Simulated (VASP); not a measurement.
A run of VASP 6.6.1 is set up as follows.

The input INCAR:

```
SYSTEM = LiF
PREC = Accurate
ENCUT = 520
EDIFF = 1E-6
ISMEAR = 0
SIGMA = 0.05
LREAL = .False.
LASPH = .True.
NELM = 60
ALGO = Normal
ISIF = 2
LWAVE = .False.
LCHARG = .True.
GGA = CA
LELF = .True.
LVHAR = .True.
NBANDS = 18
```

KPOINTS

```
Automatic mesh
0
Gamma
  9 9 6
  0 0 0
```

POSCAR

```
LiF
1.0
    2.9691116230      0.0000000000      0.0000000000
   -1.4845558115      2.5713260922      0.0000000000
    0.0000000000      0.0000000000      4.8794344385
Li F
2 2
Direct
    0.3333333333      0.6666666667      0.3811542600
    0.6666666667      0.3333333333      0.8811542600
    0.3333333333      0.6666666667      0.9938437400
    0.6666666667      0.3333333333      0.4938437400
```

Potentials or basis: VASP PAW LDA potentials, release 64 (Li_sv, F).

Run with:

```sh
$ cat potpaw_LDA.64/Li_sv/POTCAR potpaw_LDA.64/F/POTCAR > POTCAR
$ mpirun -np 1 vasp_std > vasp.out
```

Problem. Estimate the largest force.

Solution. 0.181 eV/Å.

Problem. Estimate the band gap on the k mesh.

Solution. 7.89 eV.

Forces on the atoms (eV/Å):
```
Li   0.000  0.000 -0.181
Li   0.000  0.000 -0.181
F    0.000  0.000  0.181
F    0.000  0.000  0.181
```

Caveat: the cell differs from its parent crystal (strain -0.030 along x and y, +0.015 along z); an odd mesh through Γ misses points on the zone boundary, where band edges can lie.
